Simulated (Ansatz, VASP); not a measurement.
# Two plane-wave programs on InTe4

File INCAR:

```
SYSTEM = InTe4
  PREC = Accurate
  ENCUT = 600
  EDIFF = 1E-7
  ISMEAR = 0
  SIGMA = 0.1
  LREAL = .FALSE.
  LASPH = .TRUE.
  NELM = 100
  ALGO = Normal
  ISIF = 3
  LWAVE = .FALSE.
  LCHARG = .FALSE.
  GGA = PE
  IBRION = 2
  NSW = 100
  EDIFFG = -0.01
```

The input KPOINTS:

```
regular mesh
0
G
  8 8 8
  0 0 0
```

File POSCAR:

```
InTe4
1.0
   -3.5230574042      3.5230574042      3.5230574042
    3.5230574042     -3.5230574042      3.5230574042
    3.5230574042      3.5230574042     -3.5230574042
In Te
1 4
Direct
    0.0000000000      0.0000000000      0.0000000000
    0.5000000000      0.5000000000      0.5000000000
    0.5000000000      0.0000000000      0.0000000000
    0.0000000000      0.0000000000      0.5000000000
    0.0000000000      0.5000000000      0.0000000000
```

Input for Ansatz:

```yaml
crystal:
  lattice:
    - [-3.5230574042, 3.5230574042, 3.5230574042]
    - [3.5230574042, -3.5230574042, 3.5230574042]
    - [3.5230574042, 3.5230574042, -3.5230574042]
  atoms:
    - { symbol: In, position: [0.0, 0.0, 0.0] }
    - { symbol: Te, position: [0.5, 0.5, 0.5] }
    - { symbol: Te, position: [0.5, 0.0, 0.0] }
    - { symbol: Te, position: [0.0, 0.0, 0.5] }
    - { symbol: Te, position: [0.0, 0.5, 0.0] }
basis:
  ecutwfc: 420
kpoints:
  mp_grid: { grid: [8, 8, 8] }
hamiltonian:
  xc: pbe
scf:
  occupations: { method: gaussian, width: 0.1 }
output:
  forces: true
  stress: true
  eigenvalues: true
relax:
  adjacent_minimum: "off"
  f_tol: 0.01
  max_steps: 80
  cell: { stress_tol: 0.05 }
```

Change from the starting cell: species swapped into the Hg4Pt type (Im-3m, No. 229).

Alike in both runs: task relaxation of cell and atoms; functional PBE; k mesh 8 × 8 × 8; occupations gaussian, width 0.1 eV; no spin polarisation.

```csv
,VASP,Ansatz
version,VASP 6.6.1,Ansatz 0.2.0
potentials or method,"VASP PAW PBE potentials, release 64 (In_d, Te), cutoff 600 eV","scalar-relativistic, plane waves, PAW"
valence electrons in the cell,37,77
```

|  | VASP | Ansatz | Ansatz less VASP |
| --- | --- | --- | --- |
| gap on the k mesh at the Fermi level, each at its own relaxed structure (eV) | none | none | - |
| relaxed volume (Å³/atom) | 34.79 | 34.79 | -0.009 |
| relaxed length of the cell vector where the two differ most in proportion (Å) | 6.091 | 6.091 | -0.0005 |

A gap of «none» marks a metal or a gap that the smearing closes. VASP's potentials hold 37 valence electrons a cell and Ansatz's 77, so a difference there can come from the potentials and not from the codes.

Spin-orbit coupling is off throughout.
